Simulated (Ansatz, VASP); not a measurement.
**SiGe in VASP and in Ansatz**

The input INCAR:

```
SYSTEM = SiGe
PREC = Accurate
ENCUT = 520
EDIFF = 1E-6
ISMEAR = 0
SIGMA = 0.03
LREAL = .False.
LASPH = .True.
NELM = 80
ALGO = Normal
ISIF = 2
LWAVE = .False.
LCHARG = .True.
GGA = PS
LELF = .True.
LVHAR = .True.
NBANDS = 26
```

File KPOINTS:

```
Automatic mesh
0
Gamma
  12 12 6
  0 0 0
```

File POSCAR:

```
SiGe
1.0
    3.9005968931      0.0000000000      0.0000000000
   -1.9502984466      3.3780159994      0.0000000000
    0.0000000000      0.0000000000      6.6850200011
Si Ge
2 2
Direct
    0.6666666667      0.3333333333      0.8745463420
    0.3333333333      0.6666666667      0.3745463420
    0.6666666667      0.3333333333      0.5004526580
    0.3333333333      0.6666666667      0.0004526580
```

Input for Ansatz:

```yaml
crystal:
  lattice:
    - [3.9005968931, 0.0, 0.0]
    - [-1.9502984466, 3.3780159994, 0.0]
    - [0.0, 0.0, 6.6850200011]
  atoms:
    - { symbol: Si, position: [0.6666666667, 0.3333333333, 0.874546342] }
    - { symbol: Si, position: [0.3333333333, 0.6666666667, 0.374546342] }
    - { symbol: Ge, position: [0.6666666667, 0.3333333333, 0.500452658] }
    - { symbol: Ge, position: [0.3333333333, 0.6666666667, 0.000452658] }
basis:
  ecutwfc: 420
kpoints:
  mp_grid: { grid: [12, 12, 6] }
hamiltonian:
  xc: pbesol
scf:
  occupations: { method: gaussian, width: 0.03 }
output:
  forces: true
  stress: true
  eigenvalues: true
```

Change from the starting cell: strain +0.0375 x Voigt [0, 0, 1, 0, 0, 0], atoms carried along.

Alike in both runs: task single point; functional PBEsol; k mesh 12 × 12 × 6; occupations gaussian, width 0.03 eV; no spin polarisation.

```csv
,VASP,Ansatz
version,VASP 6.6.1,Ansatz 0.2.0
potentials or method,"VASP PAW PBE potentials, release 64 (Si, Ge_d), cutoff 520 eV","scalar-relativistic, plane waves, PAW"
valence electrons in the cell,36,36
```

|  | VASP | Ansatz | Ansatz less VASP |
| --- | --- | --- | --- |
| gap on the k mesh at the Fermi level (eV) | 0.32 | 0.32 | -0.001 |
| least direct gap on the mesh (eV) | 0.67 | 0.67 | -0.006 |
| pressure (GPa) | -2.6 | -2.6 | +0.03 |
| traceless stress, the component that is largest in VASP (GPa) | -4.30 | -4.29 | +0.017 |
| rms of the force components (eV/Å) | 0.147 | 0.148 | +0.0011 |

VASP's potentials were made for PBE, not for PBEsol. Atom by atom the forces differ by 0.001 eV/Å (rms over components). With one functional, cell and mesh, what is left measures potentials, basis and numerics.
